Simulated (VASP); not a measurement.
Write the native input for VASP 6.6.1 that does the following.

- Task: single point
- Functional: PBE
- Potentials or basis: VASP PAW PBE potentials, release 64 (Sc_sv, H)
- Cutoff: 520 eV
- k mesh: 4 × 3 × 4
- Occupations: gaussian, width 0.15 eV
- Spin: no spin polarisation
- Dipole correction: no
- Further INCAR settings: ALGO = Normal; EDIFF = 1e-07; NBANDS = 78

The structure of Sc12H (a cell with a defect) lies in POSCAR:

```
Sc12H
1.0
    6.6200000000      0.0000000000      0.0000000000
   -4.9650000000      8.5996320000      0.0000000000
    0.0000000000      0.0000000000      5.2761400000
Sc H
12 1
Direct
   -0.0003277598      0.0001798012      0.0035263640
    0.1678706924      0.2229449201      0.5036044253
   -0.0000354901      0.3340984994      0.0043245535
    0.1639351659      0.5548382665      0.5019353733
   -0.0004746296      0.6660144131      0.0034541847
    0.1671196490      0.8899417531      0.5032391454
    0.5001691005     -0.0004368764      0.0035256757
    0.6650401597      0.2215856925      0.5036722795
    0.5012810922      0.3344240729      0.0036776085
    0.6679637640      0.5549300513      0.5015476553
    0.5003144911      0.6671276114     -0.0139758070
    0.6692168241      0.8922680193      0.5023744417
    0.5006124406      0.6677673757      0.5978212001
```

These files were run (other wordings do the same):

INCAR

```
ALGO = Normal ; EDIFF = 1E-7
ENCUT = 520 ; GGA = PE
ISIF = 2 ; ISMEAR = 0
LASPH = True ; LCHARG = True
LELF = True ; LREAL = False
LVHAR = True ; LWAVE = False
NBANDS = 78 ; NELM = 100
PREC = Accurate ; SIGMA = 0.15
```

KPOINTS

```
k-points
0
Gamma
  4 3 4
```

Potentials or basis: VASP PAW PBE potentials, release 64 (Sc_sv, H).

Command:

```sh
$ cat potpaw_PBE.64/Sc_sv/POTCAR potpaw_PBE.64/H/POTCAR > POTCAR
$ mpirun -np 1 vasp_std > vasp.out
```

Results of the run:

```yaml
Pressure: -0.3 GPa
Largest_force: 0.026 eV/Å
```

It took 24 min on 1 thread of Intel(R) Xeon(R) Platinum 8259CL CPU @ 2.50GHz (Skylake/Cascade Lake), on a shared host, peak memory 0.64 GiB.
